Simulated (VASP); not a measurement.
A run of VASP 6.6.1 is set up as follows.

File POSCAR:

```
PtSe2
1.0
    3.7924289522      0.0000000000      0.0000000000
   -1.8962144761      3.2843398147      0.0000000000
    0.0000000000      0.0000000000      5.7378352216
Pt Se
1 2
Direct
    0.0000000000      0.0000000000      0.0000000000
    0.3333333333      0.6666666667      0.2256743565
    0.6666666667      0.3333333333      0.7743256435
```

File INCAR.step1:

```
PREC = Accurate ; ENCUT = 550
ISMEAR = 0 ; SIGMA = 0.01
LREAL = False ; LASPH = True
NELM = 120 ; NBANDS = 18
GGA = PE ; ALGO = Normal
EDIFF = 1E-5 ; LWAVE = True
LCHARG = False ; GGA_COMPAT = False
```

The input INCAR.step2:

```
PREC = Accurate ; ENCUT = 550
EDIFF = 1E-6 ; ISMEAR = 0
SIGMA = 0.01 ; LREAL = False
LASPH = True ; NELM = 120
ALGO = Normal ; ISIF = 2
LWAVE = False ; LCHARG = False
METAGGA = R2SCAN ; LMIXTAU = True
NBANDS = 18 ; ISTART = 1
GGA_COMPAT = False
```

Contents of KPOINTS:

```
Automatic mesh
0
Gamma
  8 8 6
```

Potentials or basis: VASP PAW PBE potentials, release 64 (Pt, Se).

The run is started by

```bash
$ cat potpaw_PBE.64/Pt/POTCAR potpaw_PBE.64/Se/POTCAR > POTCAR
$ cp INCAR.step1 INCAR
$ mpirun -np 1 vasp_std > vasp.out
$ cp INCAR.step2 INCAR
$ mpirun -np 1 vasp_std > vasp.out
```

Task: What does it give for the largest force?

Result: 0.237 eV/Å.

Task: Predict the band gap on the k mesh.

Result: 0.43 eV (least direct gap 0.84 eV).

Stress tensor (GPa, compression positive):
```
-4.45  0.00  0.00
 0.00 -4.45  0.00
 0.00  0.00 -1.69
```

Caveat: the cell differs from its parent crystal (in-plane strain +0.02); the cell stands under tension; the PAW data sets were made with another functional, which shifts forces and pressure a little; spin-orbit coupling is left out, which moves the levels of the heavy elements. A k mesh can miss the band edges.
